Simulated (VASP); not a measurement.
# Ru (P6_3/mmc) in VASP: a series of runs

Runs on Ru. Level: PBEsol. Tasks: single point.

All numbers are computed with VASP 6.6.1; they aren't measurements. Logs are shortened: lines on timing, memory, paths and dates and some standing lists are left out, and cuts for length are marked.

## 1. The cell of the first run

Symmetry: P6_3/mmc, No. 194, hexagonal system. Conventional cell: a = 2.760 Å, b = 2.760 Å, c = 4.363 Å, α = 90.00°, β = 90.00°, γ = 120.00°. Within 3.6 Å of Ru (site symmetry -6m2) lie 12 Ru at 2.70 to 2.76 Å.

## 2. Single point, PBEsol (volume 14.387 Å^3 an atom, c/a of the conventional cell 1.5810)

File INCAR:

```
SYSTEM = Ru
PREC = Accurate
ENCUT = 520
EDIFF = 1E-6
ISMEAR = 0
SIGMA = 0.15
LREAL = .False.
LASPH = .True.
NELM = 60
ALGO = Fast
ISIF = 2
LWAVE = .False.
LCHARG = .False.
GGA = PS
NBANDS = 21
```

File KPOINTS:

```
Automatic mesh
0
Gamma
  21 21 12
  0 0 0
```

File POSCAR:

```
Ru
1.0
    2.7596011217      0.0000000000      0.0000000000
   -1.3798005608      2.3898846757      0.0000000000
    0.0000000000      0.0000000000      4.3629173106
Ru
2
Direct
    0.3333333333      0.6666666667      0.2500000000
    0.6666666667      0.3333333333      0.7500000000
```

Potentials or basis: VASP PAW PBE potentials, release 64 (Ru_pv).

Command:

```console
cat potpaw_PBE.64/Ru_pv/POTCAR > POTCAR
mpirun -np 1 vasp_std > vasp.out
```

OUTCAR:

```text
SYSTEM = Ru
   PREC = Accurate
   ENCUT = 520
   EDIFF = 1E-6
   ISMEAR = 0
   LREAL = .False.
   LASPH = .True.
   NELM = 60
   ISIF = 2
   GGA = PS

 ion  position               nearest neighbor table
   1  0.333  0.667  0.250-   2 2.70   2 2.70   2 2.70   2 2.70   2 2.70   2 2.70
   2  0.667  0.333  0.750-   1 2.70   1 2.70   1 2.70   1 2.70   1 2.70   1 2.70

  LATTYP: Found a hexagonal cell.
 ALAT       =     2.7596011217
 C/A-ratio  =     1.5809956288

  Lattice vectors:

 A1 = (   2.7596011217,   0.0000000000,   0.0000000000)
 A2 = (  -1.3798005608,   2.3898846757,   0.0000000000)
 A3 = (   0.0000000000,   0.0000000000,   4.3629173106)

Analysis of symmetry for initial positions (statically):
=====================================================================
 Subroutine PRICEL returns:
 Original cell was already a primitive cell.

 Routine SETGRP: Setting up the symmetry group for a
 hexagonal supercell.

 Subroutine GETGRP returns: Found 24 space group operations
 (whereof 12 operations were pure point group operations)
 out of a pool of 24 trial point group operations.

The static configuration has the point symmetry D_3d.
 The point group associated with its full space group is D_6h.

Analysis of symmetry for dynamics (positions and initial velocities):
=====================================================================
 Subroutine PRICEL returns:
 Original cell was already a primitive cell.

 Routine SETGRP: Setting up the symmetry group for a
 hexagonal supercell.

 Subroutine GETGRP returns: Found 24 space group operations
 (whereof 12 operations were pure point group operations)
 out of a pool of 24 trial point group operations.

The dynamic configuration has the point symmetry D_3d.
 The point group associated with its full space group is D_6h.

 Subroutine INISYM returns: Found 24 space group operations
 (whereof 12 operations are pure point group operations),
 and found     1 'primitive' translations

----------------------------------------------------------------------------------------

                                     Primitive cell

  volume of cell :      28.7740

  direct lattice vectors                    reciprocal lattice vectors
     2.759601122  0.000000000  0.000000000     0.362371211  0.209215116  0.000000000
    -1.379800561  2.389884676  0.000000000     0.000000000  0.418430232  0.000000000
     0.000000000  0.000000000  4.362917311     0.000000000  0.000000000  0.229204436

  length of vectors
     2.759601122  2.759601122  4.362917311     0.418430232  0.418430232  0.229204436

  position of ions in fractional coordinates (direct lattice)
     0.333333333  0.666666667  0.250000000
     0.666666667  0.333333333  0.750000000
[... 79 lines left out ...]
   EDIFFG = 0.1E-04   stopping-criterion for IOM
   NSW    =      0    number of steps for IOM
   IBRION =     -1    ionic relax: 0-MD 1-quasi-New 2-CG
   NFREE  =      0    steps in history (QN), initial steepest desc. (CG)
   ISIF   =      2    stress and relaxation
   ISYM   =      2    0-nonsym 1-usesym 2-fastsym
   POTIM  = 0.5000    time-step for ionic-motion
   TEBEG  =    0.0;   TEEND  =   0.0 temperature during run
   PSTRESS=    0.0 pullay stress
   NELECT =      28.0000    total number of electrons
   NUPDOWN=      -1.0000    fix difference up-down
   EMIN   =  10.00;   EMAX   =-10.00  energy-range for DOS
   EFERMI =   0.00;   METHOD = LEGACY
   ISMEAR =     0;   SIGMA  =   0.15  broadening in eV -4-tet -1-fermi 0-gaus
   EFERMI_NEDOS =   21; number of points for ismear=-14 and -15
   IALGO  =     68    algorithm
   IMIX   =      4    mixing-type and parameters
     AMIX     =   0.40;   BMIX     =  1.00
     AMIX_MAG =   1.60;   BMIX_MAG =  1.00
  volume/ion in A,a.u.               =      14.39        97.09
  Fermi-wavevector in a.u.,A,eV,Ry     =   1.622286  3.065676 35.807976  2.631812
  Thomas-Fermi vector in A             =   2.715924
   LORBIT       =      0    0 simple, 1 ext, 2 COOP (PROOUT), +10 PAW based schemes
   GGA     = PS    functional components
   LHFCALC =     F    Hartree Fock is set to
   AEXX    =    0.0000 exact exchange contribution
   IVDW    =     0    specifies the selected vdW correction
   LEPSILON=     F    determine dielectric tensor
   LRPA    =     F    only Hartree local field effects (RPA)
 non-spin polarized calculation
 RMM-DIIS sequential band-by-band and
 Gauss-broadening in eV      SIGMA  =   0.15
  energy-cutoff  :      520.00
  volume of cell :       28.77
 maximum number of plane-waves:       796
 NGX is ok and might be reduce to    24
   NGX = 11   NGY = 11   NGZ = 17

 number of electron      28.0000012 magnetization

 Free energy of the ion-electron system (eV)
  ---------------------------------------------------
  ext. energy  EPLUGINS =         0.00000000
  ---------------------------------------------------
  free energy    TOTEN  =       -20.19163001 eV

  energy without entropy =      -20.17048777  energy(sigma->0) =      -20.18105889

 E-fermi :  11.6764     XC(G=0): -13.9247

 val. band max:       11.6749487094   @ k =   0.2857   0.0000   0.0833
 cond. band min:      11.6794739289   @ k =   0.1905   0.0952   0.0000
 fundamental gap:      0.0045252194
 Fermi energy:        11.6764115562

 k-point     1 :       0.0000    0.0000    0.0000
  band No.  band energies     occupation
      1     -31.7274      2.00000
      2     -30.9523      2.00000
      3     -30.9523      2.00000
      4     -30.8089      2.00000
      5     -30.8089      2.00000
      6     -30.7767      2.00000
[... 565 lines left out ...]
     20      22.0196      0.00000
     21      22.0290      0.00000

 [... further k-points ...]

------------------------ aborting loop because EDIFF is reached ----------------------------------------

  FORCE on cell =-STRESS in cart. coord.  units (eV):
  Direction    XX          YY          ZZ          XY          YZ          ZX
  --------------------------------------------------------------------------------------
  -------------------------------------------------------------------------------------
  Total       -3.8924133     -3.8924133     -4.2576703     -0.0000000     -0.0000000      0.0000000
  in kB     -216.7351223   -216.7351223   -237.0731510     -0.0000000     -0.0000000      0.0000000
  external PRESSURE =    -223.5144652 kB  Pullay stress =       0.0000000 kB

 VOLUME and BASIS-vectors are now :
 -----------------------------------------------------------------------------
  energy-cutoff  :      520.00
  volume of cell :       28.77
      direct lattice vectors                 reciprocal lattice vectors
     2.759601122  0.000000000  0.000000000     0.362371211  0.209215116  0.000000000
    -1.379800561  2.389884676  0.000000000     0.000000000  0.418430232  0.000000000
     0.000000000  0.000000000  4.362917311     0.000000000  0.000000000  0.229204436

 POSITION                                       TOTAL-FORCE (eV/Angst)
 -----------------------------------------------------------------------------------
     -0.00000      1.59326      1.09073        -0.000000      0.000000      0.000000
      1.37980      0.79663      3.27219         0.000000     -0.000000      0.000000
 -----------------------------------------------------------------------------------
    total drift:                               -0.000000      0.000000     -0.000000

  FREE ENERGIE OF THE ION-ELECTRON SYSTEM (eV)
  ---------------------------------------------------
  free  energy   TOTEN  =       -20.1916300106 eV

  energy  without entropy=      -20.1704877692  energy(sigma->0) =      -20.18105889
```

OSZICAR:

```text
N       E                     dE             d eps       ncg     rms          rms(c)
DAV:   1     0.285336324645E+03    0.28534E+03   -0.17542E+04 14136   0.147E+03
DAV:   2    -0.160248186111E+02   -0.30136E+03   -0.29225E+03 14462   0.442E+02
DAV:   3    -0.218366014756E+02   -0.58118E+01   -0.57751E+01 16577   0.684E+01
DAV:   4    -0.218807448136E+02   -0.44143E-01   -0.44098E-01 17864   0.564E+00
DAV:   5    -0.218812865982E+02   -0.54178E-03   -0.53803E-03 16301   0.545E-01    0.169E+01
RMM:   6    -0.202790584603E+02    0.16022E+01   -0.36502E+00 14414   0.156E+01    0.359E+00
RMM:   7    -0.202006831340E+02    0.78375E-01   -0.36556E-01 15487   0.431E+00    0.760E-01
RMM:   8    -0.201931262082E+02    0.75569E-02   -0.21486E-02 15992   0.141E+00    0.408E-01
RMM:   9    -0.201915917922E+02    0.15344E-02   -0.28027E-03 16229   0.470E-01    0.523E-02
RMM:  10    -0.201916264387E+02   -0.34646E-04   -0.42346E-04 16735   0.187E-01    0.153E-02
RMM:  11    -0.201916307240E+02   -0.42853E-05   -0.65047E-05 17782   0.488E-02    0.761E-03
RMM:  12    -0.201916300106E+02    0.71341E-06   -0.97756E-06 15214   0.179E-02
   1 F= -.20191630E+02 E0= -.20181059E+02  d E =-.211422E-01
```

stdout:

```text
POSCAR found type information on POSCAR Ru
 POSCAR found :  1 types and       2 ions
 scaLAPACK will be used
 -----------------------------------------------------------------------------
|                                                                             |
|                                                                             |
|     You enforced a specific xc type in the INCAR file but a different       |
|     I HOPE YOU KNOW WHAT YOU ARE DOING!                                     |
|                                                                             |
 -----------------------------------------------------------------------------

 LDA part: xc-table for (Slater+PW92), standard interpolation
 POSCAR, INCAR and KPOINTS ok, starting setup
 FFT: planning ... GRIDC
 FFT: planning ... GRID_SOFT
 FFT: planning ... GRID
 WAVECAR not read
 entering main loop
```

Run time: 65 s. Hardware: 1 thread of Intel Xeon Platinum 8559C (Emerald Rapids), shared host; peak memory 0.27 GiB.

Results:

* Free energy: -20.1916 eV
* Pressure: -22.4 GPa
* Band gap on the k mesh: zero (band 14 reaches 13.10 eV, above the bottom of band 15 at 10.19 eV)

Levels at points of the mesh, in eV from the Fermi level:
```csv
k point,band 11,band 12,band 13,band 14,band 15,band 16,band 17,band 18
"(0.00, 0.00, 0.00)",-2.23,-1.77,-1.77,-1.29,-1.29,1.08,1.08,1.19
"(0.00, 0.00, 0.50)",-2.55,-2.55,-2.55,-2.55,0.49,0.49,0.49,0.49
```

Caveat: the PAW data sets were made with another functional, which shifts forces and pressure a little.

(Part 1 of 2 ends here.)
